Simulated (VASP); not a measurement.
# Ge (P6_3mc) in VASP: settings compared

Aim: see how the results for Ge move with the level of theory and the settings. Levels: LDA, PBEsol, BLYP. Tasks: single point.

Everything below comes from runs of VASP 6.6.1. Logs are shortened: lines on timing, memory, paths and dates and some standing lists are left out, and cuts for length are marked.

## Step 1: The cell of the first run

It takes space group P6_3mc (No. 186, hexagonal). The conventional cell has a = 4.050 Å, b = 4.050 Å, c = 10.993 Å, α = 90.00°, β = 90.00°, γ = 120.00°. Within 3.2 Å of Ge (site symmetry 3m) lie 3 Ge at 2.44 Å. Within 3.2 Å of Ge (site symmetry 3m) lie 3 Ge at 2.44 Å.

## Step 2: Single point, LDA

File INCAR:

```
PREC = Accurate ; ENCUT = 520
EDIFF = 1E-6 ; ISMEAR = -1
SIGMA = 0.1 ; LREAL = F
LASPH = T ; NELM = 80
ALGO = Normal ; ISIF = 2
LWAVE = F ; LCHARG = F
NBANDS = 36
```

File KPOINTS:

```
regular mesh
0
Gamma
  6 6 2
```

File POSCAR:

```
Ge
1.0
    4.0504045400      0.0000000000      0.0000000000
   -2.0252022700      3.5077532200      0.0000000000
    0.0000000000      0.0000000000     10.9933590000
Ge
4
Direct
    0.0000000000      0.0000000000      0.9774520000
    0.0000000000      0.0000000000      0.4774520000
    0.3333333300      0.6666666700      0.9148480000
    0.6666666700      0.3333333300      0.4148480000
```

Potentials or basis: VASP PAW LDA potentials, release 64 (Ge_d).

Command:

```bash
> cat potpaw_LDA.64/Ge_d/POTCAR > POTCAR
> mpirun -np 1 vasp_std > vasp.out
```

OUTCAR:

```text
PREC = Accurate
   ENCUT = 520
   EDIFF = 1E-6
   ISMEAR = -1
   LREAL = F
   LASPH = T
   NELM = 80
   ISIF = 2

 ion  position               nearest neighbor table
   1  0.000  0.000  0.977-   3 2.44   3 2.44   3 2.44
   2  0.000  0.000  0.477-   4 2.44   4 2.44   4 2.44
   3  0.333  0.667  0.915-   1 2.44   1 2.44   1 2.44
   4  0.667  0.333  0.415-   2 2.44   2 2.44   2 2.44

  LATTYP: Found a hexagonal cell.
 ALAT       =     4.0504045400
 C/A-ratio  =     2.7141385240

  Lattice vectors:

 A1 = (   4.0504045400,   0.0000000000,   0.0000000000)
 A2 = (  -2.0252022700,   3.5077532200,   0.0000000000)
 A3 = (   0.0000000000,   0.0000000000,  10.9933590000)

Analysis of symmetry for initial positions (statically):
=====================================================================
 Subroutine PRICEL returns:
 Original cell was already a primitive cell.

 Routine SETGRP: Setting up the symmetry group for a
 hexagonal supercell.

 Subroutine GETGRP returns: Found 12 space group operations
 (whereof  6 operations were pure point group operations)
 out of a pool of 24 trial point group operations.

The static configuration has the point symmetry C_3v.
 The point group associated with its full space group is C_6v.

Analysis of symmetry for dynamics (positions and initial velocities):
=====================================================================
 Subroutine PRICEL returns:
 Original cell was already a primitive cell.

 Routine SETGRP: Setting up the symmetry group for a
 hexagonal supercell.

 Subroutine GETGRP returns: Found 12 space group operations
 (whereof  6 operations were pure point group operations)
 out of a pool of 24 trial point group operations.

The dynamic configuration has the point symmetry C_3v.
 The point group associated with its full space group is C_6v.

 Subroutine INISYM returns: Found 12 space group operations
 (whereof  6 operations are pure point group operations),
 and found     1 'primitive' translations

----------------------------------------------------------------------------------------

                                     Primitive cell

  volume of cell :     156.1917

  direct lattice vectors                    reciprocal lattice vectors
     4.050404540  0.000000000  0.000000000     0.246888919  0.142541384  0.000000000
    -2.025202270  3.507753220  0.000000000     0.000000000  0.285082769  0.000000000
     0.000000000  0.000000000 10.993359000     0.000000000  0.000000000  0.090964008

  length of vectors
     4.050404540  4.050404534 10.993359000     0.285082768  0.285082769  0.090964008

  position of ions in fractional coordinates (direct lattice)
     0.000000000  0.000000000  0.977452000
     0.000000000  0.000000000  0.477452000
     0.333333330  0.666666670  0.914848000
     0.666666670  0.333333330  0.414848000

  ion indices of the primitive-cell ions
   primitive index   ion index
                 1           1
                 2           2
                 3           3
                 4           4

----------------------------------------------------------------------------------------

 KPOINTS: regular mesh

Automatic generation of k-mesh.
 Grid dimensions read from file:
 generate k-points for:    6    6    2

 Generating k-lattice:

  Cartesian coordinates                     Fractional coordinates (reciprocal lattice)
     0.041148153  0.023756897  0.000000000     0.166666667  0.000000000  0.000000000
     0.000000000  0.047513795  0.000000000     0.000000000  0.166666667  0.000000000
     0.000000000  0.000000000  0.045482004     0.000000000  0.000000000  0.500000000

  Length of vectors
     0.047513795  0.047513795  0.045482004

  Shift w.r.t. Gamma in fractional coordinates (k-lattice)
     0.000000000  0.000000000  0.000000000

 Subroutine IBZKPT returns following result:
 ===========================================

 Found     14 irreducible k-points:

 Following reciprocal coordinates:
            Coordinates               Weight
  0.000000  0.000000  0.000000      1.000000
  0.166667  0.000000  0.000000      6.000000
  0.333333  0.000000  0.000000      6.000000
  0.500000 -0.000000  0.000000      3.000000
  0.166667  0.166667  0.000000      6.000000
  0.333333  0.166667  0.000000     12.000000
  0.333333  0.333333  0.000000      2.000000
  0.000000  0.000000  0.500000      1.000000
  0.166667  0.000000  0.500000      6.000000
  0.333333  0.000000  0.500000      6.000000
  0.500000 -0.000000  0.500000      3.000000
  0.166667  0.166667  0.500000      6.000000
  0.333333  0.166667  0.500000     12.000000
  0.333333  0.333333  0.500000      2.000000
   k-points           NKPTS =     14   k-points in BZ     NKDIM =     14   number of bands    NBANDS=     36
   number of dos      NEDOS =    301   number of ions     NIONS =      4
   total plane-waves  NPLWV =  75600
   dimension x,y,z NGX =    30 NGY =   30 NGZ =   84
   dimension x,y,z NGXF=    60 NGYF=   60 NGZF=  168
   ions per type =               4
   NGX,Y,Z   is equivalent  to a cutoff of  12.31, 12.31, 12.70 a.u.
   NGXF,Y,Z  is equivalent  to a cutoff of  24.63, 24.63, 25.41 a.u.
 SYSTEM =  unknown system
   PREC   = accura    normal or accurate (medium, high low for compatibility)
   ISTART =      0    job   : 0-new  1-cont  2-samecut
   ICHARG =      2    charge: 1-file 2-atom 10-const
   ISPIN  =      1    spin polarized calculation?
   LNONCOLLINEAR =      F non collinear calculations
   LSORBIT =      F    spin-orbit coupling
   LASPH  =      T    aspherical Exc in radial PAW
   ENCUT  =  520.0 eV  38.22 Ry    6.18 a.u.   7.53  7.53 20.44*2*pi/ulx,y,z
   NELM   =     80;   NELMIN=  2; NELMDL= -5     # of ELM steps
   EDIFF  = 0.1E-05   stopping-criterion for ELM
   LREAL  =      F    real-space projection
   EDIFFG = 0.1E-04   stopping-criterion for IOM
   NSW    =      0    number of steps for IOM
   IBRION =     -1    ionic relax: 0-MD 1-quasi-New 2-CG
   NFREE  =      0    steps in history (QN), initial steepest desc. (CG)
   ISIF   =      2    stress and relaxation
   ISYM   =      2    0-nonsym 1-usesym 2-fastsym
   POTIM  = 0.5000    time-step for ionic-motion
   TEBEG  =    0.0;   TEEND  =   0.0 temperature during run
   PSTRESS=    0.0 pullay stress
   NELECT =      56.0000    total number of electrons
   NUPDOWN=      -1.0000    fix difference up-down
   EMIN   =  10.00;   EMAX   =-10.00  energy-range for DOS
   EFERMI =   0.00;   METHOD = LEGACY
   ISMEAR =    -1;   SIGMA  =   0.10  broadening in eV -4-tet -1-fermi 0-gaus
   EFERMI_NEDOS =   21; number of points for ismear=-14 and -15
   IALGO  =     38    algorithm
   IMIX   =      4    mixing-type and parameters
     AMIX     =   0.40;   BMIX     =  1.00
     AMIX_MAG =   1.60;   BMIX_MAG =  1.00
  volume/ion in A,a.u.               =      39.05       263.51
  Fermi-wavevector in a.u.,A,eV,Ry     =   1.163014  2.197778 18.403257  1.352601
  Thomas-Fermi vector in A             =   2.299568
   LORBIT       =      0    0 simple, 1 ext, 2 COOP (PROOUT), +10 PAW based schemes
   GGA     = CA    functional components
   LHFCALC =     F    Hartree Fock is set to
   AEXX    =    0.0000 exact exchange contribution
   IVDW    =     0    specifies the selected vdW correction
   LEPSILON=     F    determine dielectric tensor
   LRPA    =     F    only Hartree local field effects (RPA)
 non-spin polarized calculation
  energy-cutoff  :      520.00
  volume of cell :      156.19
 maximum number of plane-waves:      4241
   NGX = 15   NGY = 15   NGZ = 41

 number of electron      55.9999986 magnetization

 Free energy of the ion-electron system (eV)
  ---------------------------------------------------
  ext. energy  EPLUGINS =         0.00000000
  ---------------------------------------------------
  free energy    TOTEN  =       -18.24177080 eV

  energy without entropy =      -18.21118112  energy(sigma->0) =      -18.22647596

 E-fermi :   0.5507     XC(G=0):  -7.5705

 val. band max:        0.5485516138   @ k =   0.3333   0.3333   0.0000
 cond. band min:       0.5578075526   @ k =   0.3333   0.3333   0.5000
 fundamental gap:      0.0092559388
 Fermi energy:         0.5507035474

 k-point     1 :       0.0000    0.0000    0.0000
  band No.  band energies     occupation
      1     -24.0622      2.00000
      2     -24.0622      2.00000
      3     -24.0622      2.00000
      4     -24.0622      2.00000
      5     -24.0149      2.00000
      6     -24.0148      2.00000
[... 28 lines left out ...]
     35       4.4219      0.00000
     36       4.4219      0.00000

 k-point     2 :       0.1667    0.0000    0.0000
  band No.  band energies     occupation
      1     -24.0736      2.00000
      2     -24.0736      2.00000
      3     -24.0703      2.00000
      4     -24.0703      2.00000
      5     -24.0335      2.00000
      6     -24.0334      2.00000
[... 28 lines left out ...]
     35       5.3928      0.00000
     36       5.4370      0.00000

 k-point     3 :       0.3333    0.0000    0.0000
  band No.  band energies     occupation
      1     -24.0813      2.00000
      2     -24.0813      2.00000
      3     -24.0789      2.00000
      4     -24.0789      2.00000
      5     -24.0524      2.00000
      6     -24.0523      2.00000
[... 28 lines left out ...]
     35       6.8911      0.00000
     36       7.2131      0.00000
[... 352 lines left out ...]
 k-point    13 :       0.3333    0.1667    0.5000
  band No.  band energies     occupation
      1     -24.0936      2.00000
      2     -24.0936      2.00000
      3     -24.0744      2.00000
      4     -24.0744      2.00000
      5     -24.0630      2.00000
      6     -24.0630      2.00000
[... 28 lines left out ...]
     35       6.5050      0.00000
     36       6.5050      0.00000

 k-point    14 :       0.3333    0.3333    0.5000
  band No.  band energies     occupation
      1     -24.1031      2.00000
      2     -24.1031      2.00000
      3     -24.0699      2.00000
      4     -24.0699      2.00000
      5     -24.0693      2.00000
      6     -24.0693      2.00000
[... 28 lines left out ...]
     35       6.7090      0.00000
     36       6.7090      0.00000

------------------------ aborting loop because EDIFF is reached ----------------------------------------

  FORCE on cell =-STRESS in cart. coord.  units (eV):
  Direction    XX          YY          ZZ          XY          YZ          ZX
  --------------------------------------------------------------------------------------
  -------------------------------------------------------------------------------------
  Total       -3.1467893     -3.1467893     -1.0784387      0.0000000      0.0000000     -0.0000000
  in kB      -32.2790251    -32.2790249    -11.0623707      0.0000000      0.0000000     -0.0000000
  external PRESSURE =     -25.2068069 kB  Pullay stress =       0.0000000 kB

 VOLUME and BASIS-vectors are now :
 -----------------------------------------------------------------------------
  energy-cutoff  :      520.00
  volume of cell :      156.19
      direct lattice vectors                 reciprocal lattice vectors
     4.050404540  0.000000000  0.000000000     0.246888919  0.142541384  0.000000000
    -2.025202270  3.507753220  0.000000000     0.000000000  0.285082769  0.000000000
     0.000000000  0.000000000 10.993359000     0.000000000  0.000000000  0.090964008

 POSITION                                       TOTAL-FORCE (eV/Angst)
 -----------------------------------------------------------------------------------
      0.00000      0.00000     10.74548        -0.000000     -0.000000     -0.262372
      0.00000      0.00000      5.24880         0.000000      0.000000     -0.262372
     -0.00000      2.33850     10.05725         0.000000     -0.000000      0.262372
      2.02520      1.16925      4.56057        -0.000000      0.000000      0.262372
 -----------------------------------------------------------------------------------
    total drift:                                0.000000      0.000000     -0.000153

  FREE ENERGIE OF THE ION-ELECTRON SYSTEM (eV)
  ---------------------------------------------------
  free  energy   TOTEN  =       -18.2417708028 eV

  energy  without entropy=      -18.2111811232  energy(sigma->0) =      -18.22647596
```

Wall time 2 min (1 thread of Intel Xeon 8259CL, shared host); peak memory 0.23 GiB.

What came out:

```yaml
Free_energy: -18.2418 eV
Pressure: -2.5 GPa
Largest_force: 0.262 eV/Å
Band_gap_on_the_k_mesh: zero (filled and empty bands touch)
```

Forces on the atoms (eV/Å):
```
Ge   0.000  0.000 -0.262
Ge   0.000  0.000 -0.262
Ge   0.000  0.000  0.262
Ge   0.000  0.000  0.262
```

Caveat: semilocal functionals underestimate gaps, so a narrow gap can read as zero.

## Step 3: Single point, PBEsol

File INCAR:

```
PREC = Accurate
ENCUT = 520
EDIFF = 1E-6
ISMEAR = -1
SIGMA = 0.1
LREAL = False
LASPH = True
NELM = 60
ALGO = Normal
ISIF = 2
LWAVE = False
LCHARG = False
GGA = PS
NBANDS = 36
```

File KPOINTS:

```
Automatic mesh
0
Gamma
  6 6 2
```

POSCAR is that of step 2.

Potentials or basis: VASP PAW PBE potentials, release 64 (Ge_d).

Command:

```bash
> cat potpaw_PBE.64/Ge_d/POTCAR > POTCAR
> mpirun -np 1 vasp_std > vasp.out
```

It took 2.4 min on 1 thread of Intel Xeon 8259CL, shared host; peak memory 0.28 GiB.

Results (log left out):

```yaml
Free_energy: -17.4272 eV
Pressure: -1.6 GPa
Largest_force: 0.162 eV/Å
Band_gap_on_the_k_mesh: zero (filled and empty bands touch)
```

Forces on the atoms (eV/Å):
```
Ge   0.000  0.000 -0.162
Ge   0.000  0.000 -0.162
Ge   0.000  0.000  0.162
Ge   0.000  0.000  0.162
```

Stress tensor (GPa, compression positive):
```
-2.07  0.00  0.00
 0.00 -2.07  0.00
 0.00  0.00 -0.66
```

Levels at points of the mesh, in eV from the Fermi level:
```
           k point  band 26  band 27  band 28  band 29  band 30  band 31
(0.00, 0.00, 0.00)    -0.46    -0.44    -0.44     0.35     0.54     1.65
(0.50, 0.00, 0.00)    -1.96    -1.26    -1.08     0.59     0.82     1.55
(0.00, 0.00, 0.50)    -0.45    -0.45    -0.45     0.40     0.40     2.62
(0.50, 0.00, 0.50)    -1.97    -1.16    -1.16     0.66     0.66     1.59
```

Caveat: semilocal functionals underestimate gaps, so a narrow gap can read as zero; the PAW data sets were made with another functional, which shifts forces and pressure a little.

## Step 4: Single point, BLYP

File INCAR:

```
SYSTEM = Ge
PREC = Accurate
ENCUT = 520
EDIFF = 1E-6
ISMEAR = -1
SIGMA = 0.1
LREAL = .False.
LASPH = .True.
NELM = 60
ALGO = Normal
ISIF = 2
LWAVE = .False.
LCHARG = .False.
GGA = B5
ALDAX = 1.0
AGGAX = 1.0
AGGAC = 1.0
ALDAC = 0.0
NBANDS = 36
```

File KPOINTS:

```
Automatic mesh
0
Gamma
  6 6 2
  0 0 0
```

POSCAR is that of step 3.

Command:

```bash
> cat potpaw_PBE.64/Ge_d/POTCAR > POTCAR
> mpirun -np 1 vasp_std > vasp.out
```

Wall time 3.3 min (1 thread of Intel Xeon 8259CL, shared host); peak memory 0.28 GiB.

It converged, with:

| Quantity | Value |
| --- | --- |
| Free energy | -13.9128 eV |
| Pressure | 1.5 GPa |
| Largest force | 0.139 eV/Å |
| Band gap on the k mesh | zero (filled and empty bands touch) |

Forces on the atoms (eV/Å):
```
Ge   0.000  0.000  0.139
Ge   0.000  0.000  0.139
Ge   0.000  0.000 -0.139
Ge   0.000  0.000 -0.139
```

Stress tensor (GPa, compression positive):
```
2.08 0.00 0.00
0.00 2.08 0.00
0.00 0.00 0.27
```

Levels at points of the mesh, in eV from the Fermi level:
```csv
k point,band 24,band 25,band 26,band 27,band 28,band 29,band 30,band 31,band 32,band 33
"(0.00, 0.00, 0.00)",-3.35,-0.42,-0.42,-0.41,-0.41,0.32,0.53,1.67,3.70,3.91
"(0.50, 0.00, 0.00)",-7.36,-1.92,-1.90,-1.25,-1.07,0.61,0.83,1.69,1.76,5.07
"(0.00, 0.00, 0.50)",-3.57,-0.41,-0.41,-0.41,-0.41,0.38,0.38,2.61,2.61,3.93
"(0.50, 0.00, 0.50)",-7.37,-1.91,-1.91,-1.15,-1.15,0.68,0.68,1.74,1.74,5.63
```

Caveat: semilocal functionals underestimate gaps, so a narrow gap can read as zero; the PAW data sets were made with another functional, which shifts forces and pressure a little.

## Step 5: Overview

| level | potentials or basis | gap on the mesh (eV) | pressure (GPa) | largest force (eV/Å) |
| --- | --- | --- | --- | --- |
| LDA | VASP PAW LDA potentials, release 64 (Ge_d) | none | -2.5 | 0.26 |
| PBEsol | VASP PAW PBE potentials, release 64 (Ge_d) | none | -1.6 | 0.16 |
| BLYP | VASP PAW PBE potentials, release 64 (Ge_d) | none | 1.5 | 0.14 |

Alike in all rows: task single point; no spin polarisation; cell as given; k mesh 6 × 6 × 2; cutoff (eV) 520; smearing fermi-dirac 0.1 eV.

Caveats: semilocal functionals underestimate gaps, so a narrow gap can read as zero; the PAW data sets were made with another functional, which shifts forces and pressure a little (at least some runs).

Total energies depend on the potentials used, so only differences within one code and one set of settings carry meaning.
